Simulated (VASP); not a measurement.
# Ti2O (P-3m1) in VASP: a series of runs, part 2 of 2

VASP 6.6.1. The steps go on from the part before.

### 4 Vibrations by perturbation theory, PBEsol

This run uses another cell than the first one, of 11.57 Å³/atom.

File INCAR:

```
PREC = Accurate ; ENCUT = 600
EDIFF = 1E-8 ; ISMEAR = -1
SIGMA = 0.15 ; LREAL = False
LASPH = True ; NELM = 120
ALGO = Normal ; ISIF = 2
LWAVE = False ; LCHARG = False
GGA = PS ; NBANDS = 22
IBRION = 8 ; NSW = 1
GGA_COMPAT = False ; KPAR = 4
```

File KPOINTS:

```
Automatic mesh
0
Gamma
  18 18 10
```

File POSCAR:

```
Ti2O
1.0
    2.9229201131      0.0000000000      0.0000000000
   -1.4614600565      2.5313230712      0.0000000000
    0.0000000000      0.0000000000      4.6903754651
Ti O
2 1
Direct
    0.6666666667      0.3333333333      0.2633846941
    0.3333333333      0.6666666667      0.7366153059
    0.0000000000      0.0000000000      0.0000000000
```

Potentials or basis: VASP PAW PBE potentials, release 64 (Ti_sv, O).

On the command line:

```console
> cat potpaw_PBE.64/Ti_sv/POTCAR potpaw_PBE.64/O/POTCAR > POTCAR
> mpirun -np 4 vasp_std > vasp.out
```

OUTCAR:

```text
PREC = Accurate
   ENCUT = 600
   EDIFF = 1E-8
   ISMEAR = -1
   LREAL = False
   LASPH = True
   NELM = 120
   ISIF = 2
   GGA = PS
   IBRION = 8
   NSW = 1

 ion  position               nearest neighbor table
   1  0.667  0.333  0.263-   3 2.09   3 2.09   3 2.09   2 2.79   2 2.79   2 2.79
   2  0.333  0.667  0.737-   3 2.09   3 2.09   3 2.09   1 2.79   1 2.79   1 2.79
   3  0.000  0.000  0.000-   1 2.09   2 2.09   2 2.09   1 2.09   1 2.09   2 2.09

  LATTYP: Found a hexagonal cell.
 ALAT       =     2.9229201131
 C/A-ratio  =     1.6046882171

  Lattice vectors:

 A1 = (   2.9229201131,   0.0000000000,   0.0000000000)
 A2 = (  -1.4614600565,   2.5313230712,   0.0000000000)
 A3 = (   0.0000000000,   0.0000000000,   4.6903754651)

Analysis of symmetry for initial positions (statically):
=====================================================================
 Subroutine PRICEL returns:
 Original cell was already a primitive cell.

 Routine SETGRP: Setting up the symmetry group for a
 hexagonal supercell.

 Subroutine GETGRP returns: Found 12 space group operations
 (whereof 12 operations were pure point group operations)
 out of a pool of 24 trial point group operations.

The static configuration has the point symmetry D_3d.

Analysis of symmetry for dynamics (positions and initial velocities):
=====================================================================
 Subroutine PRICEL returns:
 Original cell was already a primitive cell.

 Routine SETGRP: Setting up the symmetry group for a
[... 802 lines left out ...]

------------------------ aborting loop because EDIFF is reached ----------------------------------------

[... ionic steps 11 to 11 ...]

--------------------------------------- Ionic step       12  -------------------------------------------

 Free energy of the ion-electron system (eV)
  ---------------------------------------------------
  ---------------------------------------------------
  free energy    TOTEN  =        -0.38105237 eV

  energy without entropy =       -0.38105236

------------------------ aborting loop because EDIFF is reached ----------------------------------------

 INTERNAL STRAIN TENSOR  FOR ION    3  DIRECTION 3   (eV/Angst):
 -----------------------------------------------------------------------------
     0.01454  0.00000 -0.00000
     0.00000  0.01454  0.00000
     0.00000  0.00000 -0.01278

 INTERNAL STRAIN TENSOR FOR ION    3 for displacements in x,y,z  (eV/Angst):
          X           Y           Z          XY          YZ          ZX
  --------------------------------------------------------------------------------
  x     0.00000     0.00000     0.00000     0.00000     0.00000     0.00000
  y     0.00000     0.00000     0.00000     0.00000     0.00000     0.00000
  z     0.00000     0.00000     0.00000     0.00000     0.00000     0.00000

 SECOND DERIVATIVES (NOT SYMMETRIZED)
 ------------------------------------
               1X          1Y          1Z          2X          2Y          2Z          3X          3Y          3Z
  1X    -5.317760   -0.000000    0.000000   -0.227170   -0.000000   -0.000000    5.544930    0.000000    0.000000
  1Y    -0.000000   -5.317760    0.000000   -0.000000   -0.227170    0.000000    0.000000    5.544930    0.000000
  1Z     0.000000    0.000000  -12.377197    0.000000    0.000000    5.256315   -0.000000    0.000000    7.120882
  2X    -0.227170   -0.000000   -0.000000   -5.317760   -0.000000    0.000000    5.544930    0.000000    0.000000
  2Y    -0.000000   -0.227170    0.000000   -0.000000   -5.317760    0.000000    0.000000    5.544930    0.000000
  2Z     0.000000    0.000000    5.256315    0.000000    0.000000  -12.377197   -0.000000    0.000000    7.120882
  3X     5.538209    0.000000    0.000000    5.538209    0.000000    0.000000  -11.076419   -0.000000    0.000000
  3Y     0.000000    5.538209    0.000000    0.000000    5.538209    0.000000   -0.000000  -11.076419    0.000000
  3Z    -0.000000    0.000000    7.135710   -0.000000   -0.000000    7.135710    0.000000   -0.000000  -14.271421

 Eigenvectors and eigenvalues of the dynamical matrix
 ----------------------------------------------------

   1 f  =   15.948171 THz   100.205315 2PiTHz  531.973729 cm-1    65.956307 meV
             X         Y         Z           dx          dy          dz
      1.461460  0.843774  1.235373    -0.000000   -0.000000   -0.267310
     -0.000000  1.687549  3.455002    -0.000000   -0.000000   -0.267310
      0.000000  0.000000  0.000000     0.000000    0.000000    0.925792
[... 43 lines left out ...]
   9 f/i=    0.005805 THz     0.036476 2PiTHz    0.193644 cm-1     0.024009 meV
             X         Y         Z           dx          dy          dz
      1.461460  0.843774  1.235373    -0.000000    0.000000    0.654634
     -0.000000  1.687549  3.455002    -0.000000    0.000000    0.654634
      0.000000  0.000000  0.000000    -0.000000    0.000000    0.378033

--------------------------------------------------------------------------------------------------------

 ELASTIC MODULI CONTR FROM IONIC RELAXATION (kBar)
 Direction    XX          YY          ZZ          XY          YZ          ZX
 --------------------------------------------------------------------------------
 XX        -237.2079   -236.6548    128.7305     -0.0000     -6.5930     -0.0000
 YY        -236.6548   -237.2079    128.7305     -0.0000      6.5930      0.0000
 ZZ         128.7305    128.7305    -69.9424      0.0000      0.0000      0.0000
 XY          -0.0000     -0.0000      0.0000     -0.2766      0.0000    -11.0603
 YZ          -6.5930      6.5930      0.0000      0.0000   -157.1708     -0.0000
 ZX          -0.0000      0.0000      0.0000    -11.0603     -0.0000   -442.3289
 --------------------------------------------------------------------------------
```

Wall time 14 min (4 MPI ranks of Intel Xeon 6975P-C (Granite Rapids), shared host); peak memory 2.6 GiB.

Results:

| Item | Value |
| --- | --- |
| Highest phonon frequency at Γ, LO-TO splitting left out | 532 cm⁻¹ |

Phonon frequencies in cm⁻¹ (negative: imaginary):
```tsv
q point	frequencies
(0.000, 0.000, 0.000)	0 0 0 170 170 316 469 469 532
```

Caveat: the cell stands under pressure or tension, which shifts response properties; the PAW data sets were made with another functional, which shifts forces and pressure a little.
